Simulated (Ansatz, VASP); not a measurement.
# Se in VASP and in Ansatz

```
Se
1.0
     4.36620   -0.04366   -0.04366
    -2.22091    3.80307   -0.01598
    -0.04954   -0.04954    4.95360
Se
3
Direct
  0.22540 0.00000 0.33333
  0.00000 0.22540 0.66667
  0.77460 0.77460 0.00000
```

Change from the starting cell: equal xy, yz and zx shear strains of -2 %, PAW files.

Alike in both runs: task electric field gradients; functional LDA; k mesh 6 × 6 × 5; occupations fermi-dirac, width 0.03 eV; no spin polarisation.

```csv
,VASP,Ansatz
version,VASP 6.6.1,Ansatz 0.2.0
potentials or method,"VASP PAW LDA potentials, release 64 (Se)","PAW with Ansatz's default frozen-core files, scalar-relativistic"
plane-wave cutoff (eV),520,420
valence electrons in the cell,18,48
```

Ansatz gave:

```
pressure (GPa)                                                : -1.2
traceless stress, the component that is largest in VASP (GPa) : 1.44
rms of the force components (eV/Å)                            : 0.237
size of Vzz on the site where it differs most (V/Å²)          : 501.3
```

Problem. What did VASP give for the same quantities?

Solution. Pressure (GPa): -0.9; traceless stress, the component that is largest in VASP (GPa): 1.46; rms of the force components (eV/Å): 0.258; size of Vzz on the site where it differs most (V/Å²): 486.9.

LDA's correlation is that of Perdew and Zunger in VASP and of Perdew and Wang (1992) in Ansatz. Atom by atom the forces differ by 0.029 eV/Å (rms over components). VASP's potentials hold 18 valence electrons a cell and Ansatz's 48, so a difference there can come from the potentials and not from the codes.
